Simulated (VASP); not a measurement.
Runs of VASP 6.6.1 on Zr2PdS3. The structure is that of space group P-4m2 (No. 115), or close to it. The cells are those of the table. 

| task | cell | k mesh | cutoff (eV) | gap on the mesh (eV) | pressure (GPa) | relaxed volume (Å³/atom) | largest force (eV/Å) |
| --- | --- | --- | --- | --- | --- | --- | --- |
| relaxation of cell and atoms | relaxed from a = 3.956, b = 3.956, c = 6.580 Å, 6 atoms | 4 × 4 × 4 | 600 | none | 0.3 | (a) | 0.02 |
| relaxation of cell and atoms | relaxed from a = 3.643, b = 3.643, c = 7.753 Å, 6 atoms | 6 × 6 × 2 | 600 | none | 0.1 | (b) | 0.03 |
| single point | a = 3.643, b = 3.643, c = 7.753 Å, 6 atoms | 4 × 4 × 4 | 520 | none | 0.0 | - | - |
| single point | a = 3.635, b = 3.635, c = 7.781 Å, 6 atoms | 6 × 6 × 2 | 520 | none | -0.1 | - | 0.01 |
| single point | a = 3.956, b = 3.956, c = 6.580 Å, 6 atoms | 4 × 4 × 4 | 520 | none | 5.0 | - | 1.87 |

Alike in all rows: level PBE; potentials or basis VASP PAW PBE potentials, release 64 (Zr_sv, Pd, S); no spin polarisation; smearing gaussian 0.1 eV.

Task: Estimate the missing entries.

Result: (a) 17.11; (b) 17.12.

Caveats: all runs use coarse meshes; forces of over 1 eV/Å act on the atoms, so gaps and moduli don't describe the material at rest (some runs).

A k mesh can miss the band edges, and the runs leave out spin-orbit coupling on Pd, Zr.

A gap of «none» marks levels without a gap at the run's occupations.
